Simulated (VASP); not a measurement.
KBr, 2 atoms in the cell. The structure is cubic, space group Fm-3m (No. 225). Conventional cell: a = 6.549 Å, b = 6.549 Å, c = 6.549 Å, α = 90.00°, β = 90.00°, γ = 90.00°. K (site symmetry m-3m) has 6 Br at 3.27 Å within 4.3 Å. Within 4.3 Å of Br (site symmetry m-3m) lie 6 K at 3.27 Å. 

| Item | Value |
| --- | --- |
| Program | VASP 6.6.1 |
| Task | elastic constants |
| Functional | PBEsol |
| Potentials or basis | VASP PAW PBE potentials, release 64 (K_sv, Br) |
| Cutoff | 600 eV |
| k mesh | 6 × 6 × 6 |
| Occupations | gaussian, width 0.01 eV |
| Spin | no spin polarisation |
| Dipole correction | no |
| Ions in elastic constants | relaxed |
| Further INCAR settings | ALGO = Normal; EDIFF = 1e-08; IBRION = 6; POTIM = 0.015; NSW = 1; ISIF = 3 |

Potentials or basis: VASP PAW PBE potentials, release 64 (K_sv, Br).

Command:

```sh
$ cat potpaw_PBE.64/K_sv/POTCAR potpaw_PBE.64/Br/POTCAR > POTCAR
$ mpirun -np 1 vasp_std > vasp.out
```

Hardware: 1 thread of Intel(R) Xeon(R) 6975P-C (Granite Rapids), on a shared host.

Question: Estimate the wall time of this run.

Answer: Wall time 6 min on 1 thread of Intel(R) Xeon(R) 6975P-C (Granite Rapids), on a shared host, peak memory 0.31 GiB. Counts: scf iterations 194, k points 16.
